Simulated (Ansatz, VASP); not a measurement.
## Y5AlN6: VASP beside Ansatz

Contents of INCAR:

```
PREC = Accurate
ENCUT = 600
EDIFF = 1E-6
ISMEAR = 0
SIGMA = 0.1
LREAL = False
LASPH = True
NELM = 60
ALGO = Normal
ISIF = 3
LWAVE = False
LCHARG = False
GGA = PE
IBRION = 2
NSW = 90
EDIFFG = -0.04
```

The input KPOINTS:

```
Automatic mesh
0
Gamma
  6 6 1
```

POSCAR

```
Y5AlN6
1.0
    3.5886638200      0.0000000000      0.0000000000
    0.0000000000      3.5886638200      0.0000000000
    0.0000000000      0.0000000000     15.2254111200
Y Al N
5 1 6
Direct
    0.0000000000      0.0000000000      0.8333333300
    0.5000000000      0.5000000000      0.0000000000
    0.0000000000      0.0000000000      0.1666666700
    0.5000000000      0.5000000000      0.3333333300
    0.5000000000      0.5000000000      0.6666666700
    0.0000000000      0.0000000000      0.5000000000
    0.0000000000      0.0000000000      0.0000000000
    0.5000000000      0.5000000000      0.1666666700
    0.0000000000      0.0000000000      0.3333333300
    0.5000000000      0.5000000000      0.5000000000
    0.0000000000      0.0000000000      0.6666666700
    0.5000000000      0.5000000000      0.8333333300
```

Input for Ansatz:

```yaml
crystal:
  lattice:
    - [3.58866382, 0.0, 0.0]
    - [0.0, 3.58866382, 0.0]
    - [0.0, 0.0, 15.22541112]
  atoms:
    - { symbol: "Y", position: [0.0, 0.0, 0.83333333] }
    - { symbol: "Y", position: [0.5, 0.5, 0.0] }
    - { symbol: "Y", position: [0.0, 0.0, 0.16666667] }
    - { symbol: "Y", position: [0.5, 0.5, 0.33333333] }
    - { symbol: "Y", position: [0.5, 0.5, 0.66666667] }
    - { symbol: Al, position: [0.0, 0.0, 0.5] }
    - { symbol: "N", position: [0.0, 0.0, 0.0] }
    - { symbol: "N", position: [0.5, 0.5, 0.16666667] }
    - { symbol: "N", position: [0.0, 0.0, 0.33333333] }
    - { symbol: "N", position: [0.5, 0.5, 0.5] }
    - { symbol: "N", position: [0.0, 0.0, 0.66666667] }
    - { symbol: "N", position: [0.5, 0.5, 0.83333333] }
basis:
  ecutwfc: 420
kpoints:
  mp_grid: { grid: [6, 6, 1] }
hamiltonian:
  xc: pbe
scf:
  occupations: { method: gaussian, width: 0.1 }
  lower_state_search: "off"
output:
  forces: true
  stress: true
  eigenvalues: true
relax:
  adjacent_minimum: "off"
  f_tol: 0.04
  max_steps: 70
  cell: { stress_tol: 0.4 }
```

Alike in both runs: task relaxation of cell and atoms; functional PBE; k mesh 6 × 6 × 1; occupations gaussian, width 0.1 eV; no spin polarisation.

|  | VASP | Ansatz |
| --- | --- | --- |
| version | VASP 6.6.1 | Ansatz 0.2.0 |
| potentials or method | VASP PAW PBE potentials, release 64 (Y_sv, Al, N), cutoff 600 eV | scalar-relativistic, plane waves, PAW |
| valence electrons in the cell | 88 | 88 |

```tsv
	VASP	Ansatz	Ansatz less VASP
gap on the k mesh at the Fermi level, each at its own relaxed structure (eV)	0.22	0.21	-0.002
relaxed volume (Å³/atom)	13.98	14.02	+0.041
relaxed cell length with the largest relative difference (Å)	3.430	3.435	+0.0053
```
